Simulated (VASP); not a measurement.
Runs of VASP 6.6.1 on MoRu2. The structure is that of space group Fm-3m (No. 225), or close to it. The cells are those of the table. 

```csv
task,spin,cell,k mesh,cutoff (eV),gap on the mesh (eV),pressure (GPa),relaxed volume (Å³/atom)
single point,off,"a = 4.159 Å, angles 60.0°, 3 atoms",14 × 14 × 14,520,none,0.2,-
relaxation of cell and atoms,off,"relaxed from a = 3.912 Å, angles 60.0°, 3 atoms",6 × 6 × 6,600,none,0.1,16.95
single point,off,"a = 4.159 Å, angles 60.0°, 3 atoms",14 × 14 × 14,500,none,(a),-
single point,"collinear, ferromagnetic start","a = 4.155 Å, angles 60.0°, 3 atoms",6 × 6 × 6,520,none,0.6,-
single point,off,"a = 4.155 Å, angles 60.0°, 3 atoms",6 × 6 × 6,520,none,0.6,-
single point,off,"a = 3.912 Å, angles 60.0°, 3 atoms",6 × 6 × 6,520,none,(b),-
relaxation of cell and atoms,off,"relaxed from a = 4.155 Å, angles 60.0°, 3 atoms",14 × 14 × 14,600,none,0.0,16.97
```

Alike in all rows: level PBE; potentials or basis VASP PAW PBE potentials, release 64 (Mo_sv, Ru_pv); smearing gaussian 0.1 eV.

Problem. Estimate the missing entries.

Solution. (a) 0.3; (b) 60.2.

Caveats: the volume moved by over 15 % at a fixed basis, so the end points are rough (some runs).

A k mesh can miss the band edges, and the runs leave out spin-orbit coupling on Mo, Ru.

A gap of «none» marks levels without a gap at the run's occupations.
